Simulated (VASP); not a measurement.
# CsH (I4/mmm) in VASP: a series of runs, part 2 of 2

VASP 6.6.1. The steps go on from the part before.

## Step 3: Single point, LDA (strain -0.080 along x and y, +0.080 along z)

Contents of INCAR:

```
SYSTEM = CsH
PREC = Accurate ; ENCUT = 520
EDIFF = 1E-6 ; ISMEAR = 0
SIGMA = 0.05 ; LREAL = .False.
LASPH = .True. ; NELM = 100
ALGO = Normal ; ISIF = 2
LWAVE = .False. ; LCHARG = .True.
GGA = CA ; LELF = .True.
LVHAR = .True. ; NBANDS = 12
```

Contents of KPOINTS:

```
regular mesh
0
Gamma
  8 8 8
  0 0 0
```

Contents of POSCAR:

```
CsH
1.0
    0.0000000000      2.9329600000      3.4430400000
    2.9329600000      0.0000000000      3.4430400000
    2.9329600000      2.9329600000      0.0000000000
Cs H
1 1
Direct
    0.0000000000      0.0000000000      0.0000000000
    0.5000000000      0.5000000000      0.5000000000
```

Potentials or basis: VASP PAW LDA potentials, release 64 (Cs_sv, H).

Run with:

```sh
> cat potpaw_LDA.64/Cs_sv/POTCAR potpaw_LDA.64/H/POTCAR > POTCAR
> mpirun -np 1 vasp_std > vasp.out
```

OUTCAR:

```text
SYSTEM = CsH
   PREC = Accurate
   ENCUT = 520
   EDIFF = 1E-6
   ISMEAR = 0
   LREAL = .False.
   LASPH = .True.
   NELM = 100
   ISIF = 2
   GGA = CA

 ion  position               nearest neighbor table
   1  0.000  0.000  0.000-
   2  0.500  0.500  0.500-

  LATTYP: Found a body centered tetragonal cell.
 ALAT       =     4.1478318099
 C/A-ratio  =     1.6601637471

  Lattice vectors:

 A1 = (  -2.9329600000,   0.0000000000,   3.4430400000)
 A2 = (   2.9329600000,   0.0000000000,   3.4430400000)
 A3 = (   0.0000000000,   2.9329600000,  -3.4430400000)

Analysis of symmetry for initial positions (statically):
=====================================================================
 Subroutine PRICEL returns:
 Original cell was already a primitive cell.

 Routine SETGRP: Setting up the symmetry group for a
 body centered tetragonal supercell.

 Subroutine GETGRP returns: Found 16 space group operations
 (whereof 16 operations were pure point group operations)
 out of a pool of 16 trial point group operations.

The static configuration has the point symmetry D_4h.

Analysis of symmetry for dynamics (positions and initial velocities):
=====================================================================
 Subroutine PRICEL returns:
 Original cell was already a primitive cell.

 Routine SETGRP: Setting up the symmetry group for a
 body centered tetragonal supercell.

 Subroutine GETGRP returns: Found 16 space group operations
 (whereof 16 operations were pure point group operations)
 out of a pool of 16 trial point group operations.

The dynamic configuration has the point symmetry D_4h.

 Subroutine INISYM returns: Found 16 space group operations
 (whereof 16 operations are pure point group operations),
 and found     1 'primitive' translations

----------------------------------------------------------------------------------------

                                     Primitive cell

  volume of cell :      59.2358

  direct lattice vectors                    reciprocal lattice vectors
     0.000000000  2.932960000  3.443040000    -0.170476242  0.170476242  0.145220503
     2.932960000  0.000000000  3.443040000     0.170476242 -0.170476242  0.145220503
     2.932960000  2.932960000  0.000000000     0.170476242  0.170476242 -0.145220503

  length of vectors
     4.522917068  4.522917068  4.147831810     0.281448562  0.281448562  0.281448562

  position of ions in fractional coordinates (direct lattice)
     0.000000000  0.000000000  0.000000000
     0.500000000  0.500000000  0.500000000

  ion indices of the primitive-cell ions
   primitive index   ion index
                 1           1
                 2           2

----------------------------------------------------------------------------------------

 KPOINTS: regular mesh

Automatic generation of k-mesh.
 Grid dimensions read from file:
 generate k-points for:    8    8    8

 Generating k-lattice:

  Cartesian coordinates                     Fractional coordinates (reciprocal lattice)
    -0.021309530  0.021309530  0.018152563     0.125000000  0.000000000  0.000000000
     0.021309530 -0.021309530  0.018152563     0.000000000  0.125000000  0.000000000
     0.021309530  0.021309530 -0.018152563    -0.000000000 -0.000000000  0.125000000

  Length of vectors
     0.035181070  0.035181070  0.035181070

  Shift w.r.t. Gamma in fractional coordinates (k-lattice)
     0.000000000  0.000000000  0.000000000

 Subroutine IBZKPT returns following result:
 ===========================================

 Found     59 irreducible k-points:

 Following reciprocal coordinates:
            Coordinates               Weight
  0.000000  0.000000  0.000000      1.000000
  0.125000  0.000000  0.000000      8.000000
  0.250000  0.000000  0.000000      8.000000
  0.375000  0.000000  0.000000      8.000000
  0.500000  0.000000  0.000000      4.000000
  0.125000  0.125000  0.000000      2.000000
[... 16 lines left out ...]
  0.250000  0.000000  0.125000     16.000000
  0.375000  0.000000  0.125000     16.000000
 [... further k-points ...]
   k-points           NKPTS =     59   k-points in BZ     NKDIM =     59   number of bands    NBANDS=     12
   number of dos      NEDOS =    301   number of ions     NIONS =      2
   total plane-waves  NPLWV =  41472
   dimension x,y,z NGX =    36 NGY =   36 NGZ =   32
   dimension x,y,z NGXF=    72 NGYF=   72 NGZF=   64
   ions per type =               1   1
   NGX,Y,Z   is equivalent  to a cutoff of  13.23, 13.23, 12.83 a.u.
   NGXF,Y,Z  is equivalent  to a cutoff of  26.46, 26.46, 25.65 a.u.
 SYSTEM =  CsH
   PREC   = accura    normal or accurate (medium, high low for compatibility)
   ISTART =      0    job   : 0-new  1-cont  2-samecut
   ICHARG =      2    charge: 1-file 2-atom 10-const
   ISPIN  =      1    spin polarized calculation?
   LNONCOLLINEAR =      F non collinear calculations
   LSORBIT =      F    spin-orbit coupling
   LASPH  =      T    aspherical Exc in radial PAW
   ENCUT  =  520.0 eV  38.22 Ry    6.18 a.u.   8.41  8.41  7.71*2*pi/ulx,y,z
   NELM   =    100;   NELMIN=  2; NELMDL= -5     # of ELM steps
   EDIFF  = 0.1E-05   stopping-criterion for ELM
   LREAL  =      F    real-space projection
   EDIFFG = 0.1E-04   stopping-criterion for IOM
   NSW    =      0    number of steps for IOM
   IBRION =     -1    ionic relax: 0-MD 1-quasi-New 2-CG
   NFREE  =      0    steps in history (QN), initial steepest desc. (CG)
   ISIF   =      2    stress and relaxation
   ISYM   =      2    0-nonsym 1-usesym 2-fastsym
   POTIM  = 0.5000    time-step for ionic-motion
   TEBEG  =    0.0;   TEEND  =   0.0 temperature during run
   PSTRESS=    0.0 pullay stress
   NELECT =      10.0000    total number of electrons
   NUPDOWN=      -1.0000    fix difference up-down
   EMIN   =  10.00;   EMAX   =-10.00  energy-range for DOS
   EFERMI =   0.00;   METHOD = LEGACY
   ISMEAR =     0;   SIGMA  =   0.05  broadening in eV -4-tet -1-fermi 0-gaus
   EFERMI_NEDOS =   21; number of points for ismear=-14 and -15
   IALGO  =     38    algorithm
   IMIX   =      4    mixing-type and parameters
     AMIX     =   0.40;   BMIX     =  1.00
     AMIX_MAG =   1.60;   BMIX_MAG =  1.00
  volume/ion in A,a.u.               =      29.62       199.87
  Fermi-wavevector in a.u.,A,eV,Ry     =   0.904788  1.709801 11.138285  0.818641
  Thomas-Fermi vector in A             =   2.028277
   LORBIT       =      0    0 simple, 1 ext, 2 COOP (PROOUT), +10 PAW based schemes
   GGA     = CA    functional components
   LHFCALC =     F    Hartree Fock is set to
   AEXX    =    0.0000 exact exchange contribution
   IVDW    =     0    specifies the selected vdW correction
   LEPSILON=     F    determine dielectric tensor
   LRPA    =     F    only Hartree local field effects (RPA)
 non-spin polarized calculation
 Gauss-broadening in eV      SIGMA  =   0.05
  energy-cutoff  :      520.00
  volume of cell :       59.24
 maximum number of plane-waves:      1621
 NGX is ok and might be reduce to    36
   NGX = 17   NGY = 17   NGZ = 15

 number of electron      10.0000000 magnetization

 Free energy of the ion-electron system (eV)
  ---------------------------------------------------
  ext. energy  EPLUGINS =         0.00000000
  ---------------------------------------------------
  free energy    TOTEN  =        -4.84557614 eV

  energy without entropy =       -4.84557614  energy(sigma->0) =       -4.84557614

 E-fermi :   0.9087     XC(G=0):  -7.8316

 val. band max:        0.6343423303   @ k =   0.5000   0.0000   0.0000
 cond. band min:       2.2974837576   @ k =   0.5000   0.0000   0.0000
 fundamental gap:      1.6631414273
 Fermi energy:         0.9087009719

 k-point     1 :       0.0000    0.0000    0.0000
  band No.  band energies     occupation
      1     -20.9840      2.00000
      2      -7.4665      2.00000
      3      -7.2476      2.00000
      4      -7.2476      2.00000
      5      -1.5477      2.00000
      6       4.9718      0.00000
      7       4.9955      0.00000
      8       5.8882      0.00000
      9       5.8882      0.00000
     10       8.2322      0.00000
     11       8.4736      0.00000
     12       9.0932      0.00000
[... 331 lines left out ...]
 k-point    24 :       0.3750    0.0000    0.1250
  band No.  band energies     occupation
      1     -20.8757      2.00000
      2      -8.2325      2.00000
      3      -7.6112      2.00000
      4      -7.3775      2.00000
      5       0.0018      2.00000
      6       3.2034      0.00000
      7       4.8896      0.00000
      8       5.4287      0.00000
      9       6.7580      0.00000
     10       7.7491      0.00000
     11       8.9285      0.00000
     12      11.5411      0.00000

 [... further k-points ...]
[... 5 lines left out ...]
  --------------------------------------------------------------------------------------
  -------------------------------------------------------------------------------------
  Total        0.5333814      0.5333814     -0.7786479      0.0000000     -0.0000000     -0.0000000
  in kB       14.4266028     14.4266028    -21.0604370      0.0000000     -0.0000000     -0.0000000
  external PRESSURE =       2.5975895 kB  Pullay stress =       0.0000000 kB

 VOLUME and BASIS-vectors are now :
 -----------------------------------------------------------------------------
  energy-cutoff  :      520.00
  volume of cell :       59.24
      direct lattice vectors                 reciprocal lattice vectors
     0.000000000  2.932960000  3.443040000    -0.170476242  0.170476242  0.145220503
     2.932960000  0.000000000  3.443040000     0.170476242 -0.170476242  0.145220503
     2.932960000  2.932960000  0.000000000     0.170476242  0.170476242 -0.145220503

 POSITION                                       TOTAL-FORCE (eV/Angst)
 -----------------------------------------------------------------------------------
      0.00000      0.00000      0.00000        -0.000000     -0.000000      0.000000
      2.93296      2.93296      3.44304         0.000000      0.000000     -0.000000
 -----------------------------------------------------------------------------------
    total drift:                               -0.000000      0.000000      0.000000

  FREE ENERGIE OF THE ION-ELECTRON SYSTEM (eV)
  ---------------------------------------------------
  free  energy   TOTEN  =        -4.8455761435 eV

  energy  without entropy=       -4.8455761435  energy(sigma->0) =       -4.84557614
```

stdout:

```text
POSCAR found type information on POSCAR CsH
 POSCAR found :  2 types and       2 ions
 scaLAPACK will be used
 LDA part: xc-table for (Slater(with rela. corr.)+CA(PZ))
 , standard interpolation
 POSCAR, INCAR and KPOINTS ok, starting setup
 FFT: planning ... GRIDC
 FFT: planning ... GRID_SOFT
 FFT: planning ... GRID
 WAVECAR not read
 entering main loop
```

It took 26 s on 1 thread of AMD EPYC 9R14 (Zen 4), shared host; peak memory 0.15 GiB.

What came out:

```yaml
Free_energy: -4.8456 eV
Pressure: 0.3 GPa
Band_gap_on_the_k_mesh: 1.66 eV, direct
```

Stress tensor (GPa, compression positive):
```
 1.44  0.00  0.00
 0.00  1.44  0.00
 0.00  0.00 -2.11
```

Caveat: the cell differs from its parent crystal (strain -0.080 along x and y, +0.080 along z); spin-orbit coupling is left out, which moves the levels of the heavy elements. A k mesh can miss the band edges.

## Step 4: Single point, LDA (strain +0.000 along x and y, -0.080 along z)

Contents of INCAR:

```
SYSTEM = CsH
PREC = Accurate
ENCUT = 520
EDIFF = 1E-6
ISMEAR = 0
SIGMA = 0.05
LREAL = .FALSE.
LASPH = .TRUE.
NELM = 100
ALGO = Normal
ISIF = 2
LWAVE = .FALSE.
LCHARG = .FALSE.
GGA = CA
NBANDS = 12
```

Contents of KPOINTS:

```
regular mesh
0
G
  8 8 8
  0 0 0
```

Contents of POSCAR:

```
CsH
1.0
    0.0000000000      3.1880000000      2.9329600000
    3.1880000000      0.0000000000      2.9329600000
    3.1880000000      3.1880000000      0.0000000000
Cs H
1 1
Direct
    0.0000000000      0.0000000000      0.0000000000
    0.5000000000      0.5000000000      0.5000000000
```

Run with:

```sh
> cat potpaw_LDA.64/Cs_sv/POTCAR potpaw_LDA.64/H/POTCAR > POTCAR
> mpirun -np 1 vasp_std > vasp.out
```

Wall time 22 s (1 thread of AMD EPYC 9R14 (Zen 4), shared host); peak memory 0.15 GiB.

The run converged. Its results:

```yaml
Free_energy: -4.8941 eV
Pressure: -0.3 GPa
Band_gap_on_the_k_mesh: 1.77 eV, direct
```

Stress tensor (GPa, compression positive):
```
-1.16  0.00  0.00
 0.00 -1.16  0.00
 0.00  0.00  1.44
```

Levels at points of the mesh, in eV from the valence-band top:
| k point | band 2 | band 3 | band 4 | band 5 | band 6 | band 7 | band 8 | band 9 |
| --- | --- | --- | --- | --- | --- | --- | --- | --- |
| (0.00, 0.00, 0.00) | -7.92 | -7.92 | -7.85 | -2.10 | 4.81 | 4.81 | 5.23 | 5.49 |
| (0.50, 0.00, 0.00) | -9.00 | -8.09 | -7.95 | 0.00 | 1.77 | 4.14 | 4.82 | 7.16 |
| (0.50, 0.50, 0.00) | -8.77 | -8.35 | -8.35 | -1.54 | 2.45 | 6.12 | 8.06 | 8.06 |
| (0.50, 0.00, 0.50) | -8.86 | -8.23 | -8.16 | -1.53 | 2.74 | 5.33 | 7.64 | 8.08 |

Caveat: the cell differs from its parent crystal (strain +0.000 along x and y, -0.080 along z); spin-orbit coupling is left out, which moves the levels of the heavy elements. A k mesh can miss the band edges.

## Step 5: Single point, LDA (strain +0.000 along x and y, -0.040 along z)

Contents of INCAR:

```
PREC     = Accurate       # precision mode
ENCUT    = 520            # plane-wave cutoff, eV
EDIFF    = 1E-7           # SCF threshold, eV
ISMEAR   = 0              # smearing method
SIGMA    = 0.05           # smearing width, eV
LREAL    = False          # projectors in reciprocal space
LASPH    = True           # aspherical terms in the spheres
NELM     = 100            # most SCF steps
ALGO     = Normal         # electronic algorithm
ISIF     = 2              # what is computed and relaxed
LWAVE    = False          # write WAVECAR
LCHARG   = False          # write CHGCAR
GGA      = CA             # functional
NBANDS   = 12             # bands
```

Contents of KPOINTS:

```
regular mesh
0
Gamma
  8 8 8
```

Contents of POSCAR:

```
CsH
1.0
    0.0000000000      3.1880000000      3.0604800000
    3.1880000000      0.0000000000      3.0604800000
    3.1880000000      3.1880000000      0.0000000000
Cs H
1 1
Direct
    0.0000000000      0.0000000000      0.0000000000
    0.5000000000      0.5000000000      0.5000000000
```

Run with:

```sh
> cat potpaw_LDA.64/Cs_sv/POTCAR potpaw_LDA.64/H/POTCAR > POTCAR
> mpirun -np 1 vasp_std > vasp.out
```

It took 38 s on 1 thread of AMD EPYC 9R14 (Zen 4), shared host; peak memory 0.16 GiB.

The run converged. Its results:

| Item | Value |
| --- | --- |
| Free energy | -4.9036 eV |
| Pressure | -0.9 GPa |
| Band gap on the k mesh | 1.87 eV, direct |

Stress tensor (GPa, compression positive):
```
-1.20  0.00  0.00
 0.00 -1.20  0.00
 0.00  0.00 -0.21
```

Levels at points of the mesh, in eV from the valence-band top:
| k point | band 3 | band 4 | band 5 | band 6 | band 7 | band 8 |
| --- | --- | --- | --- | --- | --- | --- |
| (0.00, 0.00, 0.00) | -7.90 | -7.86 | -1.97 | 4.90 | 4.90 | 5.11 |
| (0.50, 0.00, 0.00) | -8.03 | -7.96 | 0.00 | 1.87 | 4.37 | 4.68 |
| (0.50, 0.50, 0.00) | -8.25 | -8.25 | -1.36 | 2.68 | 5.70 | 8.00 |
| (0.50, 0.00, 0.50) | -8.19 | -8.16 | -1.35 | 2.80 | 5.33 | 7.85 |

Caveat: the cell differs from its parent crystal (strain +0.000 along x and y, -0.040 along z); spin-orbit coupling is left out, which moves the levels of the heavy elements.

## Step 6: Overview

| cell | gap on the mesh (eV) | pressure (GPa) |
| --- | --- | --- |
| a = 4.427, b = 4.427, c = 4.148 Å, angles 62.1, 62.1, 55.9°, 2 atoms | 1.64 | 0.4 |
| a = 4.523, b = 4.523, c = 4.148 Å, angles 62.7, 62.7, 54.6°, 2 atoms | 1.66 | 0.3 |
| a = 4.332, b = 4.332, c = 4.509 Å, angles 58.6, 58.6, 62.7°, 2 atoms | 1.77 | -0.3 |
| a = 4.419, b = 4.419, c = 4.509 Å, angles 59.3, 59.3, 61.3°, 2 atoms | 1.87 | -0.9 |

Alike in all rows: task single point; level LDA; potentials or basis VASP PAW LDA potentials, release 64 (Cs_sv, H); no spin polarisation; k mesh 8 × 8 × 8; cutoff (eV) 520; smearing gaussian 0.05 eV.

Caveats: spin-orbit coupling is left out, which moves the levels of the heavy elements.

Total energies depend on the potentials used, so only differences within one code and one set of settings carry meaning.
